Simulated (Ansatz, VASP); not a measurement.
# Be4ZnTe: VASP beside Ansatz

The input INCAR:

```
PREC = Accurate
ENCUT = 600
EDIFF = 1E-6
ISMEAR = 0
SIGMA = 0.1
LREAL = F
LASPH = T
NELM = 120
ALGO = Normal
ISIF = 2
LWAVE = F
LCHARG = F
GGA = PE
NBANDS = 22
GGA_COMPAT = F
```

File KPOINTS:

```
Automatic mesh
0
Gamma
  4 4 4
```

POSCAR

```
Be4ZnTe
1.0
    2.1571699637     -5.5005540186      0.0000000000
    2.1571699637      5.5005540186      0.0000000000
    0.0000000000      0.0000000000      3.7671370101
Be Zn Te
4 1 1
Direct
    0.7672562917      0.2327437083      0.0000000000
    0.2327437083      0.7672562917      0.0000000000
    0.5000000000      0.0000000000      0.5000000000
    0.0000000000      0.5000000000      0.5000000000
    0.5000000000      0.5000000000      0.5000000000
    0.0000000000      0.0000000000      0.0000000000
```

Input for Ansatz:

```yaml
crystal:
  lattice:
    - [2.1571699637, -5.5005540186, 0.0]
    - [2.1571699637, 5.5005540186, 0.0]
    - [0.0, 0.0, 3.7671370101]
  atoms:
    - { symbol: Be, position: [0.7672562917, 0.2327437083, 0.0] }
    - { symbol: Be, position: [0.2327437083, 0.7672562917, 0.0] }
    - { symbol: Be, position: [0.5, 0.0, 0.5] }
    - { symbol: Be, position: [0.0, 0.5, 0.5] }
    - { symbol: Zn, position: [0.5, 0.5, 0.5] }
    - { symbol: Te, position: [0.0, 0.0, 0.0] }
basis:
  ecutwfc: 420
kpoints:
  mp_grid: { grid: [4, 4, 4] }
hamiltonian:
  xc: pbe
scf:
  occupations: { method: gaussian, width: 0.1 }
  lower_state_search: "off"
output:
  forces: true
  stress: true
  eigenvalues: true
```

Change from the starting cell: species swapped into the CeAlCo4 type (Cmmm, No. 65).

Alike in both runs: task single point; functional PBE; k mesh 4 × 4 × 4; occupations gaussian, width 0.1 eV; no spin polarisation.

|  | VASP | Ansatz |
| --- | --- | --- |
| version | VASP 6.6.1 | Ansatz 0.2.0 |
| potentials or method | VASP PAW PBE potentials, release 64 (Be, Zn, Te), cutoff 600 eV | scalar-relativistic, plane waves, PAW |
| valence electrons in the cell | 26 | 36 |

Ansatz gave:

```
gap on the k mesh at the Fermi level (eV)                     : none
pressure (GPa)                                                : -0.1
traceless stress, the component that is largest in VASP (GPa) : 0.17
rms of the force components (eV/Å)                            : 0.025
```

**Question.** What did VASP give for the same quantities?

**Answer.** gap on the k mesh at the Fermi level (eV): none; pressure (GPa): 0.0; traceless stress, the component that is largest in VASP (GPa): 0.19; rms of the force components (eV/Å): 0.026.

Atom by atom the forces differ by 0.001 eV/Å (rms over components). A gap of «none» marks a metal or a gap that the smearing closes. With one functional, cell and mesh, what is left measures potentials, basis and numerics. VASP's potentials hold 26 valence electrons a cell and Ansatz's 36, so a difference there can come from the potentials and not from the codes.

The k mesh is coarse, so the values compare programs but aren't converged. Spin-orbit coupling is off throughout.
